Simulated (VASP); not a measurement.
Write the native input for VASP 6.6.1 that does the following.

- Task: relaxation of cell and atoms
- Functional: PBE
- Potentials or basis: VASP PAW PBE potentials, release 64 (Hf_pv, Si, N)
- Cutoff: 600 eV
- k mesh: 12 × 12 × 4
- Occupations: gaussian, width 0.1 eV
- Spin: no spin polarisation
- Dipole correction: no
- Further INCAR settings: ALGO = Normal; EDIFF = 1e-06; IBRION = 2; EDIFFG = -0.01; NSW = 100; ISIF = 3

The structure of Hf3Si2N lies in POSCAR:

```
Hf3Si2N
1.0
    3.1325650978      0.0000000000      0.0000000000
    0.0000000000      3.1325650978      0.0000000000
    0.0000000000      0.0000000000     10.5268269875
Hf Si N
3 2 1
Direct
    0.0000000000      0.0000000000      0.6195557111
    0.0000000000      0.0000000000      0.2719661443
    0.5000000000      0.5000000000      0.8401020475
    0.0000000000      0.0000000000      0.0135958327
    0.5000000000      0.5000000000      0.4656527757
    0.5000000000      0.5000000000      0.2891274987
```

The cell was generated, and may not be a known phase.

One way to write it, as run:

INCAR

```
PREC     = Accurate       # precision mode
ENCUT    = 600            # plane-wave cutoff, eV
EDIFF    = 1E-6           # SCF threshold, eV
ISMEAR   = 0              # smearing method
SIGMA    = 0.1            # smearing width, eV
LREAL    = False          # projectors in reciprocal space
LASPH    = True           # aspherical terms in the spheres
NELM     = 80             # most SCF steps
ALGO     = Normal         # electronic algorithm
ISIF     = 3              # what is computed and relaxed
LWAVE    = False          # write WAVECAR
LCHARG   = False          # write CHGCAR
GGA      = PE             # functional
IBRION   = 2              # ionic algorithm
NSW      = 100            # ionic steps
EDIFFG   = -0.01          # ionic threshold
```

KPOINTS

```
Automatic mesh
0
Gamma
  12 12 4
```

Potentials or basis: VASP PAW PBE potentials, release 64 (Hf_pv, Si, N).

Command:

```sh
$ cat potpaw_PBE.64/Hf_pv/POTCAR potpaw_PBE.64/Si/POTCAR potpaw_PBE.64/N/POTCAR > POTCAR
$ mpirun -np 1 vasp_std > vasp.out
```

It gave:

- Relaxed volume: 17.18 Å³/atom
- Relaxed cell: a = 3.120 Å, b = 3.120 Å, c = 10.589 Å, α = 90.00°, β = 90.00°, γ = 90.00°
- Space group after relaxing (to 0.1 Å): P4mm (No. 99)
- Energy gained by relaxing: 0.6 meV/atom
- Ionic steps: 13
- Pressure after relaxing: 0.0 GPa
- Largest force after relaxing: 0.007 eV/Å
- Band gap on the k mesh: zero (an odd number of electrons rules out a gap without spin polarisation)

Caveat: spin-orbit coupling is left out, which moves the levels of the heavy elements; an odd number of electrons without spin polarisation forces a metal; a magnetic or distorted state may lie lower.

It took 23 min on 1 thread of Intel(R) Xeon(R) Platinum 8259CL CPU @ 2.50GHz (Skylake/Cascade Lake), with other jobs on the host, peak memory 0.44 GiB.
